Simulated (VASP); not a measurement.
# Si62Sb (a cell with a defect) in VASP: a series of runs, part 2 of 2

VASP 6.6.1. Earlier steps stand in the parts before.

### 3 Single point, PBE, collinear spin, zero start

File INCAR:

```
PREC = Accurate
ENCUT = 520
EDIFF = 1E-6
ISMEAR = 0
SIGMA = 0.05
LREAL = Auto
LASPH = True
NELM = 150
ALGO = Normal
ISIF = 2
LWAVE = False
LCHARG = True
ISPIN = 2
MAGMOM = 0 0 0 0 0 0 0 0 0 0 0 0 0 0 0 0 0 0 0 0 0 0 0 0 0 0 0 0 0 0 0 0 0 0 0 0 0 0 0 0 0 0 0 0 0 0 0 0 0 0 0 0 0 0 0 0 0 0 0 0 0 0 0
LORBIT = 11
GGA = PE
LELF = True
LVHAR = True
NBANDS = 168
```

File KPOINTS:

```
regular mesh
0
Gamma
  1 1 1
```

File POSCAR:

```
Si62Sb
1.0
   10.8600000000      0.0000000000      0.0000000000
    0.0000000000     10.8600000000      0.0000000000
    0.0000000000      0.0000000000     10.8600000000
Si Sb
62 1
Direct
    0.5009697053     -0.0001300184     -0.0007204420
    0.6257635359      0.1242364641      0.1252779006
    0.7501300184      0.2490302947     -0.0007204420
    0.8755210866      0.3748325046      0.1251674954
    0.7504982505     -0.0004982505      0.2504024862
    0.8752467772      0.1234643646      0.3765356354
    0.0002316759      0.0003208103      0.0014676796
    0.1252179558      0.1250530387      0.1262919890
    0.2504771639      0.2497407919      0.0004771639
    0.3755521179      0.3744478821      0.1255521179
    0.5002592081      0.4995228361      0.0004771639
    0.6249469613      0.6247820442      0.1262919890
    0.7496791897      0.7497683241      0.0014676796
    0.8755569982      0.8744430018      0.1258442910
    0.2492795580     -0.0001300184      0.2509697053
    0.3752779006      0.1242364641      0.3757635359
    0.5002453039      0.2497546961      0.2502453039
    0.6257635359      0.3747220994      0.3757635359
    0.7501300184      0.5007204420      0.2509697053
    0.8757888582      0.6265568140      0.3775663904
    0.5004024862     -0.0004982505      0.5004982505
    0.6265356354      0.1234643646      0.6252467772
    0.7504982505      0.2495975138      0.5004982505
    0.8755569982      0.3741557090      0.6255569982
    0.7519755064     -0.0019755064      0.7471376611
    0.8757888582      0.1224336096      0.8734431860
    0.0010792818      0.5000119705     -0.0000119705
    0.1255284530      0.6244715470      0.1256045120
    0.2499880295      0.7489207182     -0.0000119705
    0.3751674954      0.8744789134      0.1251674954
   -0.0004980663      0.2498782689      0.2501217311
    0.1252179558      0.3737080110      0.3749469613
    0.2504771639      0.4995228361      0.2502592081
    0.3762919890      0.6247820442      0.3749469613
    0.5001217311      0.7504980663      0.2501217311
    0.6265356354      0.8747532228      0.3765356354
   -0.0028623389     -0.0019755064      0.5019755064
    0.1234431860      0.1224336096      0.6257888582
    0.2492795580      0.2490302947      0.5001300184
    0.3751674954      0.3748325046      0.6255210866
    0.5009697053      0.5007204420      0.5001300184
    0.6275663904      0.6265568140      0.6257888582
    0.7519755064      0.7528623389      0.5019755064
    0.2514676796      0.0003208103      0.7502316759
    0.3762919890      0.1250530387      0.8752179558
    0.5001217311      0.2498782689      0.7495019337
    0.6249469613      0.3737080110      0.8752179558
    0.7496791897      0.4985323204      0.7502316759
    0.8703718232      0.6215827808      0.8784172192
    0.0005087477      0.7494912523      0.2507263352
    0.1234431860      0.8742111418      0.3775663904
    0.0002316759      0.4985323204      0.4996791897
    0.1284172192      0.6215827808      0.6203718232
    0.2514676796      0.7497683241      0.4996791897
    0.3758442910      0.8744430018      0.6255569982
    0.0005087477      0.2492736648      0.7505087477
    0.1255284530      0.3743954880      0.8755284530
    0.2499880295      0.5000119705      0.7510792818
    0.3756045120      0.6244715470      0.8755284530
    0.5007263352      0.7494912523      0.7505087477
    0.6275663904      0.8742111418      0.8734431860
    0.1284172192      0.8796281768      0.8784172192
    0.9711254144      0.7788745856      0.7211254144
```

Potentials or basis: VASP PAW PBE potentials, release 64 (Si, Sb).

Launch:

```console
$ cat potpaw_PBE.64/Si/POTCAR potpaw_PBE.64/Sb/POTCAR > POTCAR
$ mpirun -np 1 vasp_gam > vasp.out
```

OUTCAR:

```text
PREC = Accurate
   ENCUT = 520
   EDIFF = 1E-6
   ISMEAR = 0
   LREAL = Auto
   LASPH = True
   NELM = 150
   ISIF = 2
   ISPIN = 2
   LORBIT = 11
   GGA = PE

 ion  position               nearest neighbor table
   1  0.501  1.000  0.999-  45 2.34   2 2.35  30 2.36  61 2.37
   2  0.626  0.124  0.125-   5 2.35   3 2.35   1 2.35  17 2.36
   3  0.750  0.249  0.999-  47 2.34   2 2.35   4 2.36  26 2.37
   4  0.876  0.375  0.125-  31 2.34  27 2.36   3 2.36  19 2.36
   5  0.750  1.000  0.250-   2 2.35  14 2.35   6 2.35  36 2.35
   6  0.875  0.123  0.377-  37 2.34  23 2.35   5 2.35  31 2.36
[... 54 lines left out ...]
  61  0.628  0.874  0.873-  60 2.35  25 2.35  13 2.35   1 2.37
  62  0.128  0.880  0.878-   7 2.33  44 2.33  29 2.35  63 2.65
  63  0.971  0.779  0.721-  49 2.65  53 2.65  62 2.65  25 3.38  37 3.38  43 3.38

  LATTYP: Found a simple cubic cell.
 ALAT       =    10.8600000000

  Lattice vectors:

 A1 = (  10.8600000000,   0.0000000000,   0.0000000000)
 A2 = (   0.0000000000,  10.8600000000,   0.0000000000)
 A3 = (   0.0000000000,   0.0000000000,  10.8600000000)

Analysis of symmetry for initial positions (statically):
=====================================================================
 Subroutine PRICEL returns:
 Original cell was already a primitive cell.

 Routine SETGRP: Setting up the symmetry group for a
 simple cubic supercell.

 Subroutine GETGRP returns: Found  6 space group operations
 (whereof  1 operations were pure point group operations)
 out of a pool of 48 trial point group operations.

The static configuration has the point symmetry C_1 .
 The point group associated with its full space group is C_3v.

Analysis of symmetry for dynamics (positions and initial velocities):
=====================================================================
 Subroutine PRICEL returns:
 Original cell was already a primitive cell.

 Routine SETGRP: Setting up the symmetry group for a
 simple cubic supercell.

 Subroutine GETGRP returns: Found  6 space group operations
 (whereof  1 operations were pure point group operations)
 out of a pool of 48 trial point group operations.

The dynamic configuration has the point symmetry C_1 .
 The point group associated with its full space group is C_3v.

Analysis of structural, dynamic, and magnetic symmetry:
=====================================================================
 Subroutine PRICEL returns:
 Original cell was already a primitive cell.

 Routine SETGRP: Setting up the symmetry group for a
 simple cubic supercell.

 Subroutine GETGRP returns: Found  6 space group operations
 (whereof  1 operations were pure point group operations)
 out of a pool of 48 trial point group operations.

The overall configuration has the point symmetry C_1 .
 The point group associated with its full space group is C_3v.

 Subroutine INISYM returns: Found  6 space group operations
 (whereof  1 operations are pure point group operations),
 and found     1 'primitive' translations

----------------------------------------------------------------------------------------

                                     Primitive cell

  volume of cell :    1280.8241

[... 198 lines left out ...]
   NUPDOWN=      -1.0000    fix difference up-down
   EMIN   =  10.00;   EMAX   =-10.00  energy-range for DOS
   EFERMI =   0.00;   METHOD = LEGACY
   ISMEAR =     0;   SIGMA  =   0.05  broadening in eV -4-tet -1-fermi 0-gaus
   EFERMI_NEDOS =   21; number of points for ismear=-14 and -15
   IALGO  =     38    algorithm
   IMIX   =      4    mixing-type and parameters
     AMIX     =   0.40;   BMIX     =  1.00
     AMIX_MAG =   1.60;   BMIX_MAG =  1.00
  volume/ion in A,a.u.               =      20.33       137.20
  Fermi-wavevector in a.u.,A,eV,Ry     =   0.953422  1.801706 12.367880  0.909014
  Thomas-Fermi vector in A             =   2.082076
   LORBIT       =     11    0 simple, 1 ext, 2 COOP (PROOUT), +10 PAW based schemes
   GGA     = PE    functional components
   LHFCALC =     F    Hartree Fock is set to
   AEXX    =    0.0000 exact exchange contribution
   IVDW    =     0    specifies the selected vdW correction
   LEPSILON=     F    determine dielectric tensor
   LRPA    =     F    only Hartree local field effects (RPA)
 spin polarized calculation
 Gauss-broadening in eV      SIGMA  =   0.05
  energy-cutoff  :      520.00
  volume of cell :     1280.82
 maximum number of plane-waves:     17229
 NGX is ok and might be reduce to    84
   NGX = 41   NGY = 41   NGZ = 41

 number of electron     252.9999983 magnetization      -0.0003367

 number of electron     252.9999983 magnetization       0.0001670

 Free energy of the ion-electron system (eV)
  ---------------------------------------------------
  ext. energy  EPLUGINS =         0.00000000
  ---------------------------------------------------
  free energy    TOTEN  =      -330.89981841 eV

  energy without entropy =     -330.85452435  energy(sigma->0) =     -330.87717138

 E-fermi :   6.3854     XC(G=0):  -9.3699

 val. band max:        6.1451099334   @ k =   0.0000   0.0000   0.0000
 cond. band min:       6.4093170239   @ k =   0.0000   0.0000   0.0000
 fundamental gap:      0.2642070905
 Fermi energy:         6.3853709953

 spin component 1

 k-point     1 :       0.0000    0.0000    0.0000
  band No.  band energies     occupation
      1      -6.1436      1.00000
      2      -5.1055      1.00000
      3      -5.0815      1.00000
      4      -5.0815      1.00000
      5      -5.0731      1.00000
      6      -5.0731      1.00000
[... 130 lines left out ...]
    137       7.0185      0.00000
    138       7.0202      0.00000
 Fermi energy:         6.3853709953

 spin component 2

 k-point     1 :       0.0000    0.0000    0.0000
  band No.  band energies     occupation
      1      -6.1436      1.00000
      2      -5.1055      1.00000
      3      -5.0815      1.00000
      4      -5.0815      1.00000
      5      -5.0731      1.00000
      6      -5.0731      1.00000
[... 130 lines left out ...]
    137       7.0185      0.00000
    138       7.0202      0.00000
 [bands above 138 left out]

------------------------ aborting loop because EDIFF is reached ----------------------------------------

  FORCE on cell =-STRESS in cart. coord.  units (eV):
  Direction    XX          YY          ZZ          XY          YZ          ZX
  --------------------------------------------------------------------------------------
  -------------------------------------------------------------------------------------
  Total       19.9180896     19.9180896     19.9180896     -0.9370318     -0.9370318      0.9370318
  in kB       24.9154530     24.9154530     24.9154530     -1.1721290     -1.1721290      1.1721290
  external PRESSURE =      24.9154530 kB  Pullay stress =       0.0000000 kB

 VOLUME and BASIS-vectors are now :
 -----------------------------------------------------------------------------
  energy-cutoff  :      520.00
  volume of cell :     1280.82
      direct lattice vectors                 reciprocal lattice vectors
    10.860000000  0.000000000  0.000000000     0.092081031  0.000000000  0.000000000
     0.000000000 10.860000000  0.000000000     0.000000000  0.092081031  0.000000000
     0.000000000  0.000000000 10.860000000     0.000000000  0.000000000  0.092081031

 POSITION                                       TOTAL-FORCE (eV/Angst)
 -----------------------------------------------------------------------------------
      5.44053     10.85859     10.85218        -0.002057      0.018857      0.000822
      6.79579      1.34921      1.36052         0.002295     -0.002295      0.007721
      8.14641      2.70447     10.85218        -0.018857      0.002057      0.000822
      9.50816      4.07068      1.35932         0.005519     -0.005581      0.005581
      8.15041     10.85459      2.71937         0.006749     -0.006749      0.004565
      9.50518      1.34082      4.08918        -0.003352     -0.009500      0.009500
[... 55 lines left out ...]
      1.39461      9.55276      9.53961         0.025079      0.005105      0.025079
     10.54642      8.45858      7.83142        -0.047590      0.047590     -0.047590
 -----------------------------------------------------------------------------------
    total drift:                                0.021396     -0.021396      0.021396

  FREE ENERGIE OF THE ION-ELECTRON SYSTEM (eV)
  ---------------------------------------------------
  free  energy   TOTEN  =      -330.8998184141 eV

  energy  without entropy=     -330.8545243503  energy(sigma->0) =     -330.87717138

 total charge

# of ion       s       p       d       tot
------------------------------------------
    1        0.745   0.944   0.000   1.689
    2        0.738   0.959   0.000   1.697
    3        0.745   0.944   0.000   1.689
    4        0.746   0.943   0.000   1.689
    5        0.739   0.961   0.000   1.700
    6        0.738   0.956   0.000   1.694
[... 55 lines left out ...]
   62        0.747   0.938   0.000   1.685
   63        1.234   1.189   0.035   2.459
--------------------------------------------------
tot         47.280  60.107   0.035 107.422

 magnetization (x)

# of ion       s       p       d       tot
------------------------------------------
    1        0.000   0.000   0.000   0.000
    2        0.000   0.000   0.000   0.000
    3        0.000   0.000   0.000   0.000
    4       -0.000   0.000   0.000   0.000
    5        0.000   0.000   0.000   0.000
    6        0.000   0.000   0.000   0.000
[... 55 lines left out ...]
   62        0.000   0.000   0.000   0.000
   63       -0.000   0.000   0.000   0.000
--------------------------------------------------
tot          0.000   0.000   0.000   0.000
```

It took 13 min on 1 thread of AMD EPYC 7R43 (Zen 3), shared host; peak memory 1.4 GiB.

What came out:

| Item | Value |
| --- | --- |
| Free energy | -330.8998 eV |
| Pressure | 2.5 GPa |
| Largest force | 0.082 eV/Å |
| Net moment | 0.00 μB per cell |
| Valence electrons inside the program's atomic spheres | Si 1.69, 1.70, 1.65 (each value once); Sb 2.46 |

Forces on the atoms (eV/Å):
```
Si  -0.002  0.019  0.001
Si   0.002 -0.002  0.008
Si  -0.019  0.002  0.001
Si   0.006 -0.006  0.006
Si   0.007 -0.007  0.005
Si  -0.003 -0.009  0.009
Si  -0.016 -0.003 -0.006
Si  -0.001  0.002  0.016
Si  -0.002  0.002 -0.002
Si   0.008 -0.008  0.008
Si  -0.002  0.002 -0.002
Si  -0.002  0.001  0.016
Si   0.003  0.016 -0.006
Si   0.005 -0.005  0.008
Si   0.001  0.019 -0.002
Si   0.008 -0.002  0.002
Si  -0.007  0.007 -0.007
Si   0.002 -0.008  0.002
Si  -0.019 -0.001 -0.002
Si   0.035  0.010  0.011
Si   0.005 -0.007  0.007
Si   0.009 -0.009 -0.003
Si   0.007 -0.005  0.007
Si   0.005 -0.008  0.005
Si  -0.025  0.025  0.016
Si   0.035 -0.011 -0.010
Si  -0.005  0.004 -0.004
Si  -0.003  0.003  0.010
Si  -0.004  0.005 -0.004
Si   0.006 -0.006  0.006
Si  -0.013  0.009 -0.009
Si  -0.001 -0.016 -0.002
Si  -0.002  0.002 -0.002
Si   0.016  0.001 -0.002
Si  -0.009  0.013 -0.009
Si   0.009  0.003  0.009
Si   0.016  0.025 -0.025
Si  -0.010 -0.011  0.035
Si   0.001  0.002 -0.019
Si   0.006 -0.006  0.006
Si  -0.002 -0.001 -0.019
Si   0.011  0.010  0.035
Si  -0.025 -0.016 -0.025
Si  -0.006 -0.003 -0.016
Si   0.016  0.002 -0.001
Si  -0.009  0.009 -0.013
Si  -0.002 -0.016 -0.001
Si   0.003  0.006 -0.016
Si  -0.005 -0.025  0.025
Si  -0.009  0.009 -0.002
Si  -0.010 -0.035  0.011
Si  -0.016  0.006  0.003
Si   0.025 -0.025 -0.005
Si  -0.006  0.016  0.003
Si   0.008 -0.005  0.005
Si  -0.009  0.002 -0.009
Si  -0.003 -0.010 -0.003
Si  -0.004  0.004 -0.005
Si   0.010  0.003 -0.003
Si  -0.002  0.009 -0.009
Si   0.011 -0.035 -0.010
Si   0.025  0.005  0.025
Sb  -0.048  0.048 -0.048
```

Levels at points of the mesh, in eV from the Fermi level:
Spin up:
```csv
k point,band 122,band 123,band 124,band 125,band 126,band 127,band 128,band 129,band 130,band 131
"(0.00, 0.00, 0.00)",-1.68,-0.93,-0.93,-0.93,-0.24,0.02,0.02,0.11,0.11,0.15
```
Spin down:
| k point | band 124 | band 125 | band 126 | band 127 | band 128 | band 129 |
| --- | --- | --- | --- | --- | --- | --- |
| (0.00, 0.00, 0.00) | -0.93 | -0.93 | -0.24 | 0.02 | 0.02 | 0.11 |

Caveat: the k points lie up to 0.58 Å⁻¹ apart; spin-orbit coupling is left out, which moves the levels of the heavy elements.
